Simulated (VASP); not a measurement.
InF3: single point with LDA

Crystal: InF3.

```
In F
1.0
     2.43087    1.40346    4.83394
    -2.43087    1.40346    4.83394
     0.00000   -2.80693    4.83394
In F
2 6
Direct
  0.00000 0.00000 0.00000
  0.50000 0.50000 0.50000
  0.92898 0.57102 0.25000
  0.25000 0.92898 0.57102
  0.57102 0.25000 0.92898
  0.07102 0.42898 0.75000
  0.75000 0.07102 0.42898
  0.42898 0.75000 0.07102
```

This cell differs from its parent crystal: volume scaled by 0.91, then relaxed in part.

```json
{"Program": "VASP 6.6.1", "Task": "single point", "Functional": "LDA", "Potentials or basis": "VASP PAW LDA potentials, release 64 (In_d, F)", "Cutoff": "520 eV", "k mesh": "6 × 6 × 6", "Occupations": "gaussian, width 0.02 eV", "Spin": "no spin polarisation", "Dipole correction": "no", "Further INCAR settings": "ALGO = Normal; EDIFF = 1e-07; NBANDS = 44"}
```

| Property | Result |
| --- | --- |
| Pressure | 5.1 GPa |
| Largest force | 0.056 eV/Å |
| Band gap on the k mesh | 4.24 eV, direct |

Forces in eV/Å, atoms in the order of the input:
```
In   0.000  0.000  0.000
In   0.000  0.000  0.000
F    0.056  0.000  0.000
F   -0.028  0.048  0.000
F   -0.028 -0.048  0.000
F   -0.056  0.000  0.000
F    0.028 -0.048  0.000
F    0.028  0.048  0.000
```

Stress tensor (GPa, compression positive):
```
5.04 0.00 0.00
0.00 5.04 0.00
0.00 0.00 5.33
```

Levels at points of the mesh, in eV from the valence-band top:
| k point | band 30 | band 31 | band 32 | band 33 | band 34 | band 35 | band 36 | band 37 | band 38 | band 39 |
| --- | --- | --- | --- | --- | --- | --- | --- | --- | --- | --- |
| (0.00, 0.00, 0.00) | -0.35 | -0.24 | -0.24 | 0.00 | 0.00 | 4.24 | 9.86 | 10.39 | 12.14 | 12.14 |
| (0.50, 0.00, 0.00) | -0.65 | -0.34 | -0.34 | -0.27 | -0.27 | 7.12 | 7.12 | 11.40 | 11.40 | 12.09 |
| (0.50, 0.50, 0.00) | -0.49 | -0.35 | -0.23 | -0.16 | -0.08 | 7.11 | 8.53 | 9.81 | 10.82 | 11.10 |
| (0.50, 0.50, 0.50) | -0.82 | -0.12 | -0.12 | -0.12 | -0.12 | 6.73 | 6.73 | 12.30 | 12.30 | 12.83 |

Wall time 83 s on 1 thread of Intel(R) Xeon(R) 6975P-C (Granite Rapids) (shared host), peak memory 0.27 GiB.

Caveat: spin-orbit coupling is left out, which moves the levels of the heavy elements. A k mesh can miss the band edges.
